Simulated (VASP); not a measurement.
# RbSrCl3 (P4/mmm) in VASP: notebook

RbSrCl3 is run at these levels: LDA; tasks: single point.

Program: VASP 6.6.1. These are calculated values, not measurements. Logs are shortened: lines on timing, memory, paths and dates and some standing lists are left out, and cuts for length are marked.

## Step 1: The cell of the first run

Symmetry: P4/mmm, No. 123, tetragonal system. Conventional cell: a = 6.394 Å, b = 6.394 Å, c = 4.521 Å, α = 90.00°, β = 90.00°, γ = 90.00°. Rb (site symmetry 4/mmm) has 12 Cl at 3.92 to 4.52 Å and 2 Rb at 4.52 Å and 8 Sr at 5.05 Å within 5.1 Å. Sr (site symmetry 4/mmm) has 2 Cl at 2.26 Å within 3.0 Å. Within 4.2 Å of Cl (site symmetry mmm) lie 2 Sr at 3.20 Å and 4 Rb at 3.92 Å and 4 Cl at 3.92 Å. Cl (site symmetry 4/mmm) has 2 Sr at 2.26 Å within 3.0 Å.

## Step 2: Single point, LDA

Input file INCAR:

```
PREC = Accurate ; ENCUT = 520
EDIFF = 1E-7 ; ISMEAR = 0
SIGMA = 0.05 ; LREAL = F
LASPH = T ; NELM = 100
ALGO = Normal ; ISIF = 2
LWAVE = F ; LCHARG = F
GGA = CA ; NBANDS = 28
```

Input file KPOINTS:

```
Automatic mesh
0
Gamma
  6 6 6
```

Input file POSCAR:

```
RbSrCl3
1.0
    6.3942069379      0.0000000000      0.0000000000
    0.0000000000      6.3942069379      0.0000000000
    0.0000000000      0.0000000000      4.5207043051
Rb Sr Cl
1 1 3
Direct
    0.5000000000      0.5000000000      0.5000000000
    0.0000000000      0.0000000000      0.0000000000
    0.5000000000      0.0000000000      0.0000000000
    0.0000000000      0.5000000000      0.0000000000
    0.0000000000      0.0000000000      0.5000000000
```

Potentials or basis: VASP PAW LDA potentials, release 64 (Rb_sv, Sr_sv, Cl).

Started as:

```console
$ cat potpaw_LDA.64/Rb_sv/POTCAR potpaw_LDA.64/Sr_sv/POTCAR potpaw_LDA.64/Cl/POTCAR > POTCAR
$ mpirun -np 1 vasp_std > vasp.out
```

OUTCAR:

```text
PREC = Accurate
   ENCUT = 520
   EDIFF = 1E-7
   ISMEAR = 0
   LREAL = F
   LASPH = T
   NELM = 100
   ISIF = 2
   GGA = CA

 ion  position               nearest neighbor table
   1  0.500  0.500  0.500-   3 3.92   4 3.92   3 3.92   4 3.92   3 3.92   3 3.92   4 3.92   4 3.92
                             2 5.05   2 5.05   2 5.05   2 5.05   2 5.05   2 5.05   2 5.05   2 5.05
   2  0.000  0.000  0.000-   5 2.26   5 2.26   3 3.20   4 3.20   4 3.20   3 3.20   1 5.05   1 5.05
                             1 5.05   1 5.05   1 5.05   1 5.05   1 5.05   1 5.05
   3  0.500  0.000  0.000-   2 3.20   2 3.20   1 3.92   1 3.92   1 3.92   1 3.92
   4  0.000  0.500  0.000-   2 3.20   2 3.20   1 3.92   1 3.92   1 3.92   1 3.92
   5  0.000  0.000  0.500-   2 2.26   2 2.26

  LATTYP: Found a simple tetragonal cell.
 ALAT       =     6.3942069379
 C/A-ratio  =     0.7070000000

  Lattice vectors:

 A1 = (   6.3942069379,   0.0000000000,   0.0000000000)
 A2 = (   0.0000000000,   6.3942069379,   0.0000000000)
 A3 = (   0.0000000000,   0.0000000000,   4.5207043051)

Analysis of symmetry for initial positions (statically):
=====================================================================
 Subroutine PRICEL returns:
 Original cell was already a primitive cell.

 Routine SETGRP: Setting up the symmetry group for a
 simple tetragonal supercell.

 Subroutine GETGRP returns: Found 16 space group operations
 (whereof 16 operations were pure point group operations)
 out of a pool of 16 trial point group operations.

The static configuration has the point symmetry D_4h.

Analysis of symmetry for dynamics (positions and initial velocities):
=====================================================================
 Subroutine PRICEL returns:
 Original cell was already a primitive cell.

 Routine SETGRP: Setting up the symmetry group for a
 simple tetragonal supercell.

 Subroutine GETGRP returns: Found 16 space group operations
 (whereof 16 operations were pure point group operations)
 out of a pool of 16 trial point group operations.

The dynamic configuration has the point symmetry D_4h.

 Subroutine INISYM returns: Found 16 space group operations
 (whereof 16 operations are pure point group operations),
 and found     1 'primitive' translations

----------------------------------------------------------------------------------------

                                     Primitive cell

  volume of cell :     184.8330

  direct lattice vectors                    reciprocal lattice vectors
[... 91 lines left out ...]
   ENCUT  =  520.0 eV  38.22 Ry    6.18 a.u.  11.89 11.89  8.41*2*pi/ulx,y,z
   NELM   =    100;   NELMIN=  2; NELMDL= -5     # of ELM steps
   EDIFF  = 0.1E-06   stopping-criterion for ELM
   LREAL  =      F    real-space projection
   EDIFFG = 0.1E-05   stopping-criterion for IOM
   NSW    =      0    number of steps for IOM
   IBRION =     -1    ionic relax: 0-MD 1-quasi-New 2-CG
   NFREE  =      0    steps in history (QN), initial steepest desc. (CG)
   ISIF   =      2    stress and relaxation
   ISYM   =      2    0-nonsym 1-usesym 2-fastsym
   POTIM  = 0.5000    time-step for ionic-motion
   TEBEG  =    0.0;   TEEND  =   0.0 temperature during run
   PSTRESS=    0.0 pullay stress
   NELECT =      40.0000    total number of electrons
   NUPDOWN=      -1.0000    fix difference up-down
   EMIN   =  10.00;   EMAX   =-10.00  energy-range for DOS
   EFERMI =   0.00;   METHOD = LEGACY
   ISMEAR =     0;   SIGMA  =   0.05  broadening in eV -4-tet -1-fermi 0-gaus
   EFERMI_NEDOS =   21; number of points for ismear=-14 and -15
   IALGO  =     38    algorithm
   IMIX   =      4    mixing-type and parameters
     AMIX     =   0.40;   BMIX     =  1.00
     AMIX_MAG =   1.60;   BMIX_MAG =  1.00
  volume/ion in A,a.u.               =      36.97       249.46
  Fermi-wavevector in a.u.,A,eV,Ry     =   0.982883  1.857379 13.144021  0.966058
  Thomas-Fermi vector in A             =   2.113999
   LORBIT       =      0    0 simple, 1 ext, 2 COOP (PROOUT), +10 PAW based schemes
   GGA     = CA    functional components
   LHFCALC =     F    Hartree Fock is set to
   AEXX    =    0.0000 exact exchange contribution
   IVDW    =     0    specifies the selected vdW correction
   LEPSILON=     F    determine dielectric tensor
   LRPA    =     F    only Hartree local field effects (RPA)
 non-spin polarized calculation
 Gauss-broadening in eV      SIGMA  =   0.05
  energy-cutoff  :      520.00
  volume of cell :      184.83
 maximum number of plane-waves:      5024
 NGX is ok and might be reduce to    48

 number of electron      39.9999987 magnetization

 Free energy of the ion-electron system (eV)
  ---------------------------------------------------
  ext. energy  EPLUGINS =         0.00000000
  ---------------------------------------------------
  free energy    TOTEN  =       -17.54387107 eV

  energy without entropy =      -17.54387107  energy(sigma->0) =      -17.54387107

 E-fermi :  -0.5761     XC(G=0):  -7.6415

 val. band max:       -0.8122554091   @ k =   0.0000   0.0000   0.0000
 cond. band min:       1.9273955048   @ k =   0.0000   0.0000   0.0000
 fundamental gap:      2.7396509140
 Fermi energy:        -0.5760773931

 k-point     1 :       0.0000    0.0000    0.0000
  band No.  band energies     occupation
      1     -33.7804      2.00000
      2     -26.8018      2.00000
      3     -17.0945      2.00000
      4     -15.9208      2.00000
      5     -15.9208      2.00000
      6     -15.3823      2.00000
[... 733 lines left out ...]
     27       6.0042      0.00000
     28       6.2669      0.00000

 [... further k-points ...]
[... 5 lines left out ...]
  --------------------------------------------------------------------------------------
  -------------------------------------------------------------------------------------
  Total       -5.8224951     -5.8224951     29.9220272      0.0000000     -0.0000000      0.0000000
  in kB      -50.4708055    -50.4708055    259.3714200      0.0000000     -0.0000000      0.0000000
  external PRESSURE =      52.8099363 kB  Pullay stress =       0.0000000 kB

 VOLUME and BASIS-vectors are now :
 -----------------------------------------------------------------------------
  energy-cutoff  :      520.00
  volume of cell :      184.83
      direct lattice vectors                 reciprocal lattice vectors
     6.394206938  0.000000000  0.000000000     0.156391560  0.000000000  0.000000000
     0.000000000  6.394206938  0.000000000     0.000000000  0.156391560  0.000000000
     0.000000000  0.000000000  4.520704305     0.000000000  0.000000000  0.221204470

 POSITION                                       TOTAL-FORCE (eV/Angst)
 -----------------------------------------------------------------------------------
      3.19710      3.19710      2.26035         0.000000      0.000000      0.000000
      0.00000      0.00000      0.00000         0.000000      0.000000      0.000000
      3.19710      0.00000      0.00000         0.000000      0.000000      0.000000
      0.00000      3.19710      0.00000         0.000000      0.000000      0.000000
      0.00000      0.00000      2.26035         0.000000      0.000000      0.000000
 -----------------------------------------------------------------------------------
    total drift:                                0.000000      0.000000      0.000000

  FREE ENERGIE OF THE ION-ELECTRON SYSTEM (eV)
  ---------------------------------------------------
  free  energy   TOTEN  =       -17.5438710727 eV

  energy  without entropy=      -17.5438710727  energy(sigma->0) =      -17.54387107
```

Wall time 5.4 min (1 thread of Oxide Virtual Turin-like, shared host); peak memory 0.32 GiB.

Results:

* Free energy: -17.5439 eV
* Pressure: 5.3 GPa
* Band gap on the k mesh: 2.74 eV

Caveat: the stress differs along the axes, from -5 to 26 GPa.

## Step 3: Single point, LDA

This run uses another cell than the first one, of the same volume but with other edges.

Input file INCAR:

```
SYSTEM = RbSrCl3
PREC = Accurate
ENCUT = 520
EDIFF = 1E-6
ISMEAR = 0
SIGMA = 0.05
LREAL = .False.
LASPH = .True.
NELM = 60
ALGO = Normal
ISIF = 2
LWAVE = .False.
LCHARG = .False.
GGA = CA
NBANDS = 28
```

Input file KPOINTS:

```
regular mesh
0
Gamma
  6 6 6
  0 0 0
```

POSCAR, as its differences from that of step 2:

```diff
@@ -2,5 +2,5 @@
 1.0
-    6.3942069379      0.0000000000      0.0000000000
-    0.0000000000      6.3942069379      0.0000000000
-    0.0000000000      0.0000000000      4.5207043051
+    5.0750854099      0.0000000000      0.0000000000
+    0.0000000000      5.0750854099      0.0000000000
+    0.0000000000      0.0000000000      7.1761707695
 Rb Sr Cl
```

Potentials or basis: VASP PAW LDA potentials, release 64 (Rb_sv, Sr_sv, Cl).

Started as:

```console
$ cat potpaw_LDA.64/Rb_sv/POTCAR potpaw_LDA.64/Sr_sv/POTCAR potpaw_LDA.64/Cl/POTCAR > POTCAR
$ mpirun -np 1 vasp_std > vasp.out
```

Wall time 4.6 min (1 thread of Oxide Virtual Turin-like, shared host); peak memory 0.32 GiB.

It converged, with:

```yaml
Free_energy: -19.3403 eV
Pressure: 2.8 GPa
Band_gap_on_the_k_mesh: 3.67 eV (least direct gap 3.89 eV)
```

Stress tensor (GPa, compression positive):
```
 6.13  0.00  0.00
 0.00  6.13  0.00
 0.00  0.00 -3.84
```

Levels at points of the mesh, in eV from the valence-band top:
| k point | band 17 | band 18 | band 19 | band 20 | band 21 | band 22 | band 23 | band 24 |
| --- | --- | --- | --- | --- | --- | --- | --- | --- |
| (0.00, 0.00, 0.00) | -0.47 | -0.47 | -0.21 | -0.21 | 3.67 | 5.52 | 5.54 | 5.54 |
| (0.50, 0.00, 0.00) | -0.84 | -0.66 | -0.52 | -0.41 | 5.17 | 5.84 | 5.91 | 6.99 |
| (0.50, 0.50, 0.00) | -0.67 | -0.63 | -0.63 | 0.00 | 5.81 | 6.69 | 6.93 | 6.93 |
| (0.00, 0.00, 0.50) | -0.49 | -0.49 | -0.23 | -0.23 | 4.90 | 5.54 | 5.61 | 5.92 |
| (0.50, 0.00, 0.50) | -0.84 | -0.66 | -0.61 | -0.48 | 6.13 | 6.23 | 6.28 | 6.71 |
| (0.50, 0.50, 0.50) | -0.78 | -0.50 | -0.50 | 0.00 | 5.84 | 6.21 | 6.21 | 6.83 |

Caveat: the stress differs along the axes, from -4 to 6 GPa.

## Step 4: Single point, LDA

This run uses another cell than the first one, of the same volume but with other edges.

Input file INCAR:

```
  ALGO = Normal
  EDIFF = 1E-7
  ENCUT = 520
  ISIF = 2
  ISMEAR = 0
  LASPH = True
  LCHARG = True
  LELF = True
  LREAL = False
  LVHAR = True
  LWAVE = False
  NBANDS = 28
  NELM = 80
  PREC = Accurate
  SIGMA = 0.05
```

Input file KPOINTS:

```
k-points
0
Gamma
  6 6 6
```

POSCAR, as its differences from that of step 3:

```diff
@@ -2,5 +2,5 @@
 1.0
-    5.0750854099      0.0000000000      0.0000000000
-    0.0000000000      5.0750854099      0.0000000000
-    0.0000000000      0.0000000000      7.1761707695
+    6.0134012483      0.0000000000      0.0000000000
+    0.0000000000      6.0134012483      0.0000000000
+    0.0000000000      0.0000000000      5.1113910611
 Rb Sr Cl
```

Started as:

```console
$ cat potpaw_LDA.64/Rb_sv/POTCAR potpaw_LDA.64/Sr_sv/POTCAR potpaw_LDA.64/Cl/POTCAR > POTCAR
$ mpirun -np 1 vasp_std > vasp.out
```

Run time: 5.3 min. Hardware: 1 thread of Oxide Virtual Turin-like, shared host; peak memory 0.32 GiB.

The run converged. Its results:

```yaml
Free_energy: -20.2024 eV
Pressure: -0.8 GPa
Band_gap_on_the_k_mesh: 4.14 eV (least direct gap 4.17 eV)
```

Stress tensor (GPa, compression positive):
```
-3.86  0.00  0.00
 0.00 -3.86  0.00
 0.00  0.00  5.30
```

Levels at points of the mesh, in eV from the valence-band top:
| k point | band 18 | band 19 | band 20 | band 21 | band 22 | band 23 |
| --- | --- | --- | --- | --- | --- | --- |
| (0.00, 0.00, 0.00) | -0.20 | -0.19 | -0.02 | 4.14 | 5.65 | 5.82 |
| (0.50, 0.00, 0.00) | -0.36 | -0.30 | -0.09 | 5.63 | 5.96 | 6.02 |
| (0.50, 0.50, 0.00) | -0.39 | -0.39 | -0.06 | 6.43 | 6.67 | 6.67 |
| (0.00, 0.00, 0.50) | -0.43 | -0.26 | -0.26 | 5.92 | 6.15 | 6.30 |
| (0.50, 0.00, 0.50) | -0.47 | -0.47 | -0.02 | 6.76 | 6.79 | 6.85 |
| (0.50, 0.50, 0.50) | -0.03 | 0.00 | 0.00 | 6.05 | 6.70 | 6.85 |

Caveat: the stress differs along the axes, from -4 to 5 GPa. A k mesh can miss the band edges.

(Continued in part 2 of 2.)
